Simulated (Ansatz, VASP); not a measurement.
Na4AlO: VASP beside Ansatz

File INCAR:

```
SYSTEM = Na4AlO
PREC = Accurate
ENCUT = 520
EDIFF = 1E-7
ISMEAR = 0
SIGMA = 0.1
LREAL = .False.
LASPH = .True.
NELM = 150
ALGO = Normal
ISIF = 2
LWAVE = .False.
LCHARG = .True.
ISPIN = 2
MAGMOM = 0 0 0 0 0 1
LORBIT = 11
GGA = PE
LELF = .True.
LVHAR = .True.
NBANDS = 32
```

File KPOINTS:

```
regular mesh
0
Gamma
  4 4 6
  0 0 0
```

The input POSCAR:

```
Na4AlO
1.0
    9.3460401933     -2.0547161275      0.0000000000
    9.3460401933      2.0547161275      0.0000000000
   -0.3715847677      0.0000000000      3.7170539963
Na Al O
4 1 1
Direct
    0.0831712845      0.0831712845      0.5608778671
    0.9168287155      0.9168287155      0.4391221329
    0.6933991687      0.6933991687      0.1806103817
    0.3066008313      0.3066008313      0.8193896183
    0.5000000000      0.5000000000      0.0000000000
    0.5000000000      0.5000000000      0.5000000000
```

Input for Ansatz:

```yaml
crystal:
  lattice:
    - [9.3460401933, -2.0547161275, 0.0]
    - [9.3460401933, 2.0547161275, 0.0]
    - [-0.3715847677, 0.0, 3.7170539963]
  atoms:
    - { symbol: Na, position: [0.0831712845, 0.0831712845, 0.5608778671] }
    - { symbol: Na, position: [0.9168287155, 0.9168287155, 0.4391221329] }
    - { symbol: Na, position: [0.6933991687, 0.6933991687, 0.1806103817] }
    - { symbol: Na, position: [0.3066008313, 0.3066008313, 0.8193896183] }
    - { symbol: Al, position: [0.5, 0.5, 0.0] }
    - { symbol: O, position: [0.5, 0.5, 0.5], spin: 1.0 }
basis:
  ecutwfc: 420
kpoints:
  mp_grid: { grid: [4, 4, 6] }
hamiltonian:
  xc: pbe
scf:
  occupations: { method: gaussian, width: 0.1 }
  lower_state_search: "off"
output:
  forces: true
  stress: true
  eigenvalues: true
  populations: true
magnetization:
  spin_polarized: true
```

Alike in both runs: task single point; functional PBE; k mesh 4 × 4 × 6; occupations gaussian, width 0.1 eV; collinear spin.

|  | VASP | Ansatz |
| --- | --- | --- |
| version | VASP 6.6.1 | Ansatz 0.2.0 |
| potentials or method | VASP PAW PBE potentials, release 64 (Na_pv, Al, O), cutoff 520 eV | scalar-relativistic, plane waves, PAW |
| valence electrons in the cell | 37 | 45 |

```csv
,VASP,Ansatz,Ansatz less VASP
gap on the k mesh at the Fermi level (eV),none,none,-
pressure (GPa),0.6,0.6,-0.01
"traceless stress, the component that is largest in VASP (GPa)",1.09,1.11,+0.017
rms of the force components (eV/Å),0.006,0.006,-0.0003
net moment per atom (μB),0.00,0.00,0.000
```

Atom by atom the forces differ by 0.001 eV/Å (rms over components). A gap of «none» marks a metal or a gap that the smearing closes. With one functional, cell and mesh, what is left measures potentials, basis and numerics. VASP's potentials hold 37 valence electrons a cell and Ansatz's 45, so a difference there can come from the potentials and not from the codes. Ansatz's warnings: seeded moment not kept.

The k mesh is coarse, so the values compare programs but aren't converged.
